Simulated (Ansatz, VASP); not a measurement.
**One calculation of ZnSe, two programs**

Contents of INCAR:

```
PREC = Accurate
ENCUT = 520
EDIFF = 1E-6
ISMEAR = -1
SIGMA = 0.03
LREAL = F
LASPH = T
NELM = 80
ALGO = Normal
ISIF = 2
LWAVE = F
LCHARG = F
NBANDS = 16
```

Contents of KPOINTS:

```
regular mesh
0
Gamma
  8 8 8
```

The input POSCAR:

```
ZnSe
1.0
    0.0000000000      2.9188140000      2.8338000000
    2.9188140000      0.0000000000      2.8338000000
    2.9188140000      2.9188140000      0.0000000000
Zn Se
1 1
Direct
    0.0000000000      0.0000000000      0.0000000000
    0.7500000000      0.7500000000      0.7500000000
```

Input for Ansatz:

```yaml
crystal:
  lattice:
    - [0.0, 2.918814, 2.8338]
    - [2.918814, 0.0, 2.8338]
    - [2.918814, 2.918814, 0.0]
  atoms:
    - { symbol: Zn, position: [0.0, 0.0, 0.0] }
    - { symbol: Se, position: [0.75, 0.75, 0.75] }
kpoints:
  mp_grid: { grid: [8, 8, 8] }
  band_path:
    path:
      - [0.0, 0.0, 0.0]
      - [0.0, 0.5, 0.5]
      - [0.25, 0.75, 0.5]
      - [0.0, 0.5, 0.0]
      - [0.0, 0.0, 0.0]
      - [0.5, 0.5, 0.0]
      - [0.3826125, 0.6173875, 0.0]
      - [-0.3826125, 0.3826125, 0.0]
      - [0.0, 0.0, 0.0]
    npoints: 5
scf:
  occupations: { method: fermi_dirac, width: 0.03 }
hamiltonian:
  xc: lda
  pseudopotentials: { kind: all_electron, lapw: { basis_error: 0.001 } }
output:
  forces: true
  stress: true
  eigenvalues: true
```

Change from the starting cell: equal xx and yy strain of +3 %.

Alike in both runs: task single point; functional LDA; k mesh 8 × 8 × 8; occupations fermi-dirac, width 0.03 eV; no spin polarisation.

```csv
,VASP,Ansatz
version,VASP 6.6.1,Ansatz 0.2.0
potentials or method,"VASP PAW LDA potentials, release 64 (Zn, Se), cutoff 520 eV","all-electron LAPW, scalar-relativistic"
```

```csv
,VASP,Ansatz,Ansatz less VASP
pressure (GPa),-6.0,-6.2,-0.20
"traceless stress, the component that is largest in VASP (GPa)",0.75,0.76,+0.006
```

LDA's correlation is that of Perdew and Zunger in VASP and of Perdew and Wang (1992) in Ansatz. Ansatz ran all-electron here, and VASP with PAW potentials.
